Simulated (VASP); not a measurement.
# InAs (Fm-3m) in VASP: settings compared

Aim: see how the results for InAs move with the level of theory and the settings. Levels: PBE, PBEsol. Tasks: electric field gradients, vibrations by perturbation theory.

Everything below comes from runs of VASP 6.6.1. Logs are shortened: lines on timing, memory, paths and dates and some standing lists are left out, and cuts for length are marked.

## Step 1: The cell of the first run

It takes space group Fm-3m (No. 225, cubic). Conventional cell: a = 5.755 Å, b = 5.755 Å, c = 5.755 Å, α = 90.00°, β = 90.00°, γ = 90.00°. In (site symmetry m-3m) has 6 As at 2.88 Å within 3.8 Å. Within 3.8 Å of As (site symmetry m-3m) lie 6 In at 2.88 Å.

## Step 2: Electric field gradients, PBE

Contents of INCAR:

```
ALGO = Normal ; EDIFF = 1E-8
ENCUT = 520 ; GGA = PE
ISIF = 2 ; ISMEAR = -1
LASPH = T ; LCHARG = F
LEFG = T ; LREAL = F
LWAVE = F ; NBANDS = 16
NELM = 80 ; PREC = Accurate
SIGMA = 0.05
```

Contents of KPOINTS:

```
k-points
0
Gamma
  8 8 8
```

Contents of POSCAR:

```
InAs
1.0
    0.0000000000      2.8773040000      2.8773040000
    2.8773040000      0.0000000000      2.8773040000
    2.8773040000      2.8773040000      0.0000000000
In As
1 1
Direct
    0.5000000000      0.5000000000      0.5000000000
    0.0000000000      0.0000000000      0.0000000000
```

Potentials or basis: VASP PAW PBE potentials, release 64 (In_d, As).

On the command line:

```sh
> cat potpaw_PBE.64/In_d/POTCAR potpaw_PBE.64/As/POTCAR > POTCAR
> mpirun -np 1 vasp_std > vasp.out
```

OUTCAR:

```text
EDIFF = 1E-8
   ENCUT = 520
   GGA = PE
   ISIF = 2
   ISMEAR = -1
   LASPH = T
   LREAL = F
   NELM = 80
   PREC = Accurate

 ion  position               nearest neighbor table
   1  0.500  0.500  0.500-   2 2.88   2 2.88   2 2.88   2 2.88   2 2.88   2 2.88
   2  0.000  0.000  0.000-   1 2.88   1 2.88   1 2.88   1 2.88   1 2.88   1 2.88

  LATTYP: Found a face centered cubic cell.
 ALAT       =     5.7546080000

  Lattice vectors:

 A1 = (   0.0000000000,   2.8773040000,   2.8773040000)
 A2 = (   2.8773040000,   0.0000000000,   2.8773040000)
 A3 = (   2.8773040000,   2.8773040000,   0.0000000000)

Analysis of symmetry for initial positions (statically):
=====================================================================
 Subroutine PRICEL returns:
 Original cell was already a primitive cell.

 Routine SETGRP: Setting up the symmetry group for a
 face centered cubic supercell.

 Subroutine GETGRP returns: Found 48 space group operations
 (whereof 48 operations were pure point group operations)
 out of a pool of 48 trial point group operations.

The static configuration has the point symmetry O_h .

Analysis of symmetry for dynamics (positions and initial velocities):
=====================================================================
 Subroutine PRICEL returns:
 Original cell was already a primitive cell.

 Routine SETGRP: Setting up the symmetry group for a
 face centered cubic supercell.

 Subroutine GETGRP returns: Found 48 space group operations
 (whereof 48 operations were pure point group operations)
 out of a pool of 48 trial point group operations.

The dynamic configuration has the point symmetry O_h .

 Subroutine INISYM returns: Found 48 space group operations
 (whereof 48 operations are pure point group operations),
 and found     1 'primitive' translations

----------------------------------------------------------------------------------------

                                     Primitive cell

  volume of cell :      47.6417

  direct lattice vectors                    reciprocal lattice vectors
     0.000000000  2.877304000  2.877304000    -0.173773783  0.173773783  0.173773783
     2.877304000  0.000000000  2.877304000     0.173773783 -0.173773783  0.173773783
     2.877304000  2.877304000  0.000000000     0.173773783  0.173773783 -0.173773783

  length of vectors
     4.069122340  4.069122340  4.069122340     0.300985021  0.300985021  0.300985021

  position of ions in fractional coordinates (direct lattice)
     0.500000000  0.500000000  0.500000000
     0.000000000  0.000000000  0.000000000

  ion indices of the primitive-cell ions
   primitive index   ion index
                 1           1
                 2           2

----------------------------------------------------------------------------------------

 KPOINTS: k-points

Automatic generation of k-mesh.
 Grid dimensions read from file:
 generate k-points for:    8    8    8

 Generating k-lattice:

  Cartesian coordinates                     Fractional coordinates (reciprocal lattice)
    -0.021721723  0.021721723  0.021721723     0.125000000  0.000000000  0.000000000
     0.021721723 -0.021721723  0.021721723     0.000000000  0.125000000  0.000000000
     0.021721723  0.021721723 -0.021721723     0.000000000  0.000000000  0.125000000

  Length of vectors
     0.037623128  0.037623128  0.037623128

  Shift w.r.t. Gamma in fractional coordinates (k-lattice)
     0.000000000  0.000000000  0.000000000

 Subroutine IBZKPT returns following result:
 ===========================================

 Found     29 irreducible k-points:

 Following reciprocal coordinates:
            Coordinates               Weight
  0.000000  0.000000  0.000000      1.000000
  0.125000  0.000000  0.000000      8.000000
  0.250000  0.000000  0.000000      8.000000
  0.375000  0.000000  0.000000      8.000000
  0.500000  0.000000  0.000000      4.000000
  0.125000  0.125000  0.000000      6.000000
[... 16 lines left out ...]
  0.500000  0.250000  0.125000     48.000000
 -0.375000  0.250000  0.125000     24.000000
 [... further k-points ...]
   k-points           NKPTS =     29   k-points in BZ     NKDIM =     29   number of bands    NBANDS=     16
   number of dos      NEDOS =    301   number of ions     NIONS =      2
   total plane-waves  NPLWV =  27000
   dimension x,y,z NGX =    30 NGY =   30 NGZ =   30
   dimension x,y,z NGXF=    60 NGYF=   60 NGZF=   60
   ions per type =               1   1
   NGX,Y,Z   is equivalent  to a cutoff of  12.26, 12.26, 12.26 a.u.
   NGXF,Y,Z  is equivalent  to a cutoff of  24.51, 24.51, 24.51 a.u.
 SYSTEM =  unknown system
   PREC   = accura    normal or accurate (medium, high low for compatibility)
   ISTART =      0    job   : 0-new  1-cont  2-samecut
   ICHARG =      2    charge: 1-file 2-atom 10-const
   ISPIN  =      1    spin polarized calculation?
   LNONCOLLINEAR =      F non collinear calculations
   LSORBIT =      F    spin-orbit coupling
   LASPH  =      T    aspherical Exc in radial PAW
   ENCUT  =  520.0 eV  38.22 Ry    6.18 a.u.   7.57  7.57  7.57*2*pi/ulx,y,z
   NELM   =     80;   NELMIN=  2; NELMDL= -5     # of ELM steps
   EDIFF  = 0.1E-07   stopping-criterion for ELM
   LREAL  =      F    real-space projection
   EDIFFG = 0.1E-06   stopping-criterion for IOM
   NSW    =      0    number of steps for IOM
   IBRION =     -1    ionic relax: 0-MD 1-quasi-New 2-CG
   NFREE  =      0    steps in history (QN), initial steepest desc. (CG)
   ISIF   =      2    stress and relaxation
   ISYM   =      2    0-nonsym 1-usesym 2-fastsym
   POTIM  = 0.5000    time-step for ionic-motion
   TEBEG  =    0.0;   TEEND  =   0.0 temperature during run
   PSTRESS=    0.0 pullay stress
   NELECT =      18.0000    total number of electrons
   NUPDOWN=      -1.0000    fix difference up-down
   EMIN   =  10.00;   EMAX   =-10.00  energy-range for DOS
   EFERMI =   0.00;   METHOD = LEGACY
   ISMEAR =    -1;   SIGMA  =   0.05  broadening in eV -4-tet -1-fermi 0-gaus
   EFERMI_NEDOS =   21; number of points for ismear=-14 and -15
   IALGO  =     38    algorithm
   IMIX   =      4    mixing-type and parameters
     AMIX     =   0.40;   BMIX     =  1.00
     AMIX_MAG =   1.60;   BMIX_MAG =  1.00
  volume/ion in A,a.u.               =      23.82       160.75
  Fermi-wavevector in a.u.,A,eV,Ry     =   1.183505  2.236499 19.057448  1.400683
  Thomas-Fermi vector in A             =   2.319738
   LORBIT       =      0    0 simple, 1 ext, 2 COOP (PROOUT), +10 PAW based schemes
   GGA     = PE    functional components
   LHFCALC =     F    Hartree Fock is set to
   AEXX    =    0.0000 exact exchange contribution
   IVDW    =     0    specifies the selected vdW correction
   LEPSILON=     F    determine dielectric tensor
   LRPA    =     F    only Hartree local field effects (RPA)
 non-spin polarized calculation
  energy-cutoff  :      520.00
  volume of cell :       47.64
 maximum number of plane-waves:      1303
   NGX = 15   NGY = 15   NGZ = 15

 number of electron      18.0000002 magnetization

 Free energy of the ion-electron system (eV)
  ---------------------------------------------------
  ext. energy  EPLUGINS =         0.00000000
  ---------------------------------------------------
  free energy    TOTEN  =        -7.31954655 eV

  energy without entropy =       -7.30802299  energy(sigma->0) =       -7.31378477

 E-fermi :   5.9284     XC(G=0): -10.0970

 val. band max:        5.8483391729   @ k =   0.3750   0.2500   0.0000
 cond. band min:       5.9606149939   @ k =  -0.3750   0.1250   0.0000
 fundamental gap:      0.1122758211
 Fermi energy:         5.9284124259

 k-point     1 :       0.0000    0.0000    0.0000
  band No.  band energies     occupation
      1      -8.3843      2.00000
      2      -8.3843      2.00000
      3      -8.3636      2.00000
      4      -8.3636      2.00000
      5      -8.3636      2.00000
      6      -6.1796      2.00000
[... 8 lines left out ...]
     15      13.4156      0.00000
     16      13.4156      0.00000

 k-point     2 :       0.1250    0.0000    0.0000
  band No.  band energies     occupation
      1      -8.3904      2.00000
      2      -8.3904      2.00000
      3      -8.3639      2.00000
      4      -8.3568      2.00000
      5      -8.3568      2.00000
      6      -6.0121      2.00000
[... 8 lines left out ...]
     15      13.6220      0.00000
     16      13.6220      0.00000
[... 387 lines left out ...]
      5      -8.3097      2.00000
      6      -4.4595      2.00000
[... 8 lines left out ...]
     15      16.9408      0.00000
     16      17.7988      0.00000

 k-point    24 :      -0.3750    0.2500    0.1250
  band No.  band energies     occupation
      1      -8.5048      2.00000
      2      -8.4115      2.00000
      3      -8.3533      2.00000
      4      -8.3311      2.00000
      5      -8.3027      2.00000
      6      -4.1165      2.00000
[... 8 lines left out ...]
     15      15.5796      0.00000
     16      18.7296      0.00000

 [... further k-points ...]
[... 5 lines left out ...]
  --------------------------------------------------------------------------------------
  -------------------------------------------------------------------------------------
  Total       -0.0000685     -0.0000685     -0.0000685      0.0000000      0.0000000      0.0000000
  in kB       -0.0023032     -0.0023032     -0.0023032      0.0000000      0.0000000      0.0000000
  external PRESSURE =      -0.0023032 kB  Pullay stress =       0.0000000 kB

 VOLUME and BASIS-vectors are now :
 -----------------------------------------------------------------------------
  energy-cutoff  :      520.00
  volume of cell :       47.64
      direct lattice vectors                 reciprocal lattice vectors
     0.000000000  2.877304000  2.877304000    -0.173773783  0.173773783  0.173773783
     2.877304000  0.000000000  2.877304000     0.173773783 -0.173773783  0.173773783
     2.877304000  2.877304000  0.000000000     0.173773783  0.173773783 -0.173773783

 POSITION                                       TOTAL-FORCE (eV/Angst)
 -----------------------------------------------------------------------------------
      2.87730      2.87730      2.87730        -0.000000      0.000000      0.000000
      0.00000      0.00000      0.00000         0.000000     -0.000000      0.000000
 -----------------------------------------------------------------------------------
    total drift:                                0.000000      0.000000      0.000000

  FREE ENERGIE OF THE ION-ELECTRON SYSTEM (eV)
  ---------------------------------------------------
  free  energy   TOTEN  =        -7.3195465460 eV

  energy  without entropy=       -7.3080229929  energy(sigma->0) =       -7.31378477

 Electric field gradients (V/A^2)
---------------------------------------------------------------------
 ion       V_xx      V_yy      V_zz      V_xy      V_xz      V_yz
---------------------------------------------------------------------
   1       0.000    -0.000    -0.000    -0.002    -0.002    -0.002
   2      -0.000     0.000     0.000     0.000     0.000     0.000
---------------------------------------------------------------------

 Electric field gradients after diagonalization (V/A^2)
 (convention: |V_zz| > |V_xx| > |V_yy|)
----------------------------------------------------------------------
 ion       V_xx      V_yy      V_zz     asymmetry (V_yy - V_xx)/ V_zz
----------------------------------------------------------------------
   1       0.002     0.002    -0.004       0.000
   2      -0.000    -0.000     0.001       0.000
----------------------------------------------------------------------

           NMR quadrupolar parameters

 Cq : quadrupolar parameter    Cq=e*Q*V_zz/h
 eta: asymmetry parameters     (V_yy - V_xx)/ V_zz
 Q  : nuclear electric quadrupole moment in mb (millibarn)
----------------------------------------------------------------------
 ion       Cq(MHz)       eta       Q (mb)
----------------------------------------------------------------------
   1      -0.000       0.000       1.000
   2       0.000       0.000       1.000
----------------------------------------------------------------------
```

It took 32 s on 1 thread of Intel Xeon Platinum 8488C (Sapphire Rapids), shared host; peak memory 0.17 GiB.

Results:

```
Free energy            : -7.3195 eV
Pressure               : 0.0 GPa
Band gap on the k mesh : zero (band 9 reaches 6.26 eV, above the bottom of band 10 at 3.69 eV)
```

Caveat: without QUAD_EFG the Cq values of the log hold for a quadrupole moment of 1 mb, not for the nuclei; spin-orbit coupling is left out, which moves the levels of the heavy elements.

[end of part 1 of 2]
